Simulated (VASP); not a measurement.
A run of VASP 6.6.1:

Contents of INCAR:

```
SYSTEM = HfC
PREC = Accurate
ENCUT = 520
EDIFF = 1E-8
ISMEAR = -1
SIGMA = 0.05
LREAL = .FALSE.
LASPH = .TRUE.
NELM = 100
ALGO = Normal
ISIF = 2
LWAVE = .FALSE.
LCHARG = .FALSE.
GGA = PE
LEFG = .TRUE.
NBANDS = 14
```

File KPOINTS:

```
regular mesh
0
G
  15 15 15
  0 0 0
```

File POSCAR:

```
HfC
1.0
    0.0000000000      2.2935772291      2.2935772291
    2.2935772291      0.0000000000      2.2935772291
    2.2935772291      2.2935772291      0.0000000000
Hf C
1 1
Direct
    0.5000000000      0.5000000000      0.5000000000
    0.0000000000      0.0000000000      0.0000000000
```

Potentials or basis: VASP PAW PBE potentials, release 64 (Hf_pv, C).

The run is started by

```console
$ cat potpaw_PBE.64/Hf_pv/POTCAR potpaw_PBE.64/C/POTCAR > POTCAR
$ mpirun -np 1 vasp_std > vasp.out
```

Hardware: 1 thread of Intel Xeon 8259CL, on a shared host.

Q: How long does it take, and how much memory?

A: Wall time 53 s on 1 thread of Intel Xeon 8259CL, on a shared host, peak memory 0.17 GiB. Counts: scf iterations 15, k points 120.
